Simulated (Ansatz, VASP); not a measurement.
# Two plane-wave programs on CuO

```xyz
2
Lattice="2.6543 0.0000 0.0000 0.0000 2.6543 0.0000 0.0000 0.0000 2.6543" Properties=species:S:1:pos:R:3 pbc="T T T"
Cu    0.0000    0.0000    0.0000
O     1.3271    1.3271    1.3271
```

Change from the starting cell: volume scaled by 1.02, PAW files.

Alike in both runs: task electric field gradients; functional PBE; k mesh 12 × 12 × 12; occupations fermi-dirac, width 0.08 eV; no spin polarisation.

```csv
,VASP,Ansatz
version,VASP 6.6.1,Ansatz 0.2.0
potentials or method,"VASP PAW PBE potentials, release 64 (Cu, O)","PAW with Ansatz's default frozen-core files, scalar-relativistic"
plane-wave cutoff (eV),520,420
valence electrons in the cell,17,25
```

```csv
,VASP,Ansatz,Ansatz less VASP
pressure (GPa),-3.2,-3.2,-0.07
```

The functional is the same, so the differences come from potentials, cutoffs and numerics. VASP's potentials hold 17 valence electrons a cell and Ansatz's 25, so a difference there can come from the potentials and not from the codes.
